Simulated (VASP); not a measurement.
Crystal: SiNi2.

```xyz
12
Lattice="4.9900 0.0000 0.0000 0.0000 3.7200 0.0000 0.0000 0.0000 7.0300" Properties=species:S:1:pos:R:3 pbc="T T T"
Ni    1.6218    2.7900    6.5871
Ni    3.3683    0.9300    0.4429
Ni    0.8732    0.9300    3.0721
Ni    4.1167    2.7900    3.9579
Ni    2.2854    2.7900    2.0879
Ni    2.7046    0.9300    4.9421
Ni    0.2096    0.9300    5.6029
Ni    4.7804    2.7900    1.4271
Si    3.9221    2.7900    6.2286
Si    1.0679    0.9300    0.8014
Si    3.5629    0.9300    2.7136
Si    1.4271    2.7900    4.3164
```

| Property | Result |
| --- | --- |
| Program | VASP 6.6.1 |
| Task | relaxation of cell and atoms |
| Functional | BLYP |
| Dispersion | D3(BJ) |
| Potentials or basis | VASP PAW PBE potentials, release 64 (Ni, Si) |
| Cutoff | 600 eV |
| k mesh | 6 × 7 × 4 |
| Occupations | fermi-dirac, width 0.05 eV |
| Spin | collinear spin, ferromagnetic start |
| Starting moments | [1.0, 1.0, 1.0, 1.0, 1.0, 1.0, 1.0, 1.0, 0.0, 0.0, 0.0, 0.0] μB |

At the start: pressure -3.8 GPa; volume 10.87 Å³/atom.

Question: How do energy, volume and symmetry change on relaxing?

Answer: Over 24 steps the energy falls by 5.7 meV/atom and the volume is 10.72 Å³/atom (-1.4 %); space group Pnma (No. 62, to 0.1 Å) before and after; moment 0.00 μB per cell.

Step by step:
```
step  energy change (eV)  largest force (eV/Å)  pressure (GPa)  volume (Å³)
   1              0.0000                0.3685           -3.82       130.50
   2             -0.0231                0.1481            4.11       125.66
   3             -0.0455                0.2446            0.64       127.61
   4             -0.0558                0.0861            0.21       127.88
   5             -0.0569                0.0722            0.02       128.01
   6             -0.0599                0.0668           -0.13       128.10
   7             -0.0610                0.0737           -0.17       128.18
   8             -0.0610                0.0766           -0.09       128.20
   9             -0.0630                0.0509            0.02       128.12
  10             -0.0636                0.0795            0.85       127.89
  11             -0.0644                0.0598            0.55       127.99
  12             -0.0655                0.0576            0.32       128.23
  13             -0.0660                0.0546           -0.17       128.70
  14             -0.0666                0.0410           -0.32       128.70
  15             -0.0670                0.0344           -0.26       128.70
  16             -0.0670                0.0647           -0.12       128.69
  17             -0.0672                0.0479           -0.17       128.69
  18             -0.0677                0.0297            0.17       128.51
  19             -0.0677                0.0270            0.12       128.49
  20             -0.0677                0.0222            0.18       128.44
  21             -0.0680                0.0149            0.12       128.56
  22             -0.0680                0.0174            0.03       128.62
  23             -0.0680                0.0184            0.01       128.64
  24             -0.0681                0.0060           -0.09       128.69
```

Final structure:
```
Ni Si
1.0
     5.05079    0.00000    0.00000
     0.00000    3.66488    0.00000
     0.00000    0.00000    6.95222
Ni Si
8 4
Direct
  0.33476 0.75000 0.93923
  0.66524 0.25000 0.06077
  0.16524 0.25000 0.43923
  0.83476 0.75000 0.56077
  0.45979 0.75000 0.30110
  0.54021 0.25000 0.69890
  0.04021 0.25000 0.80110
  0.95979 0.75000 0.19890
  0.78062 0.75000 0.88407
  0.21938 0.25000 0.11593
  0.71938 0.25000 0.38407
  0.28062 0.75000 0.61593
```

Caveat: the dispersion term is far too large for a dense solid, which distorts pressure and volume; the moments typed at the start vanished in this run; the PAW data sets were made with another functional, which shifts forces and pressure a little.
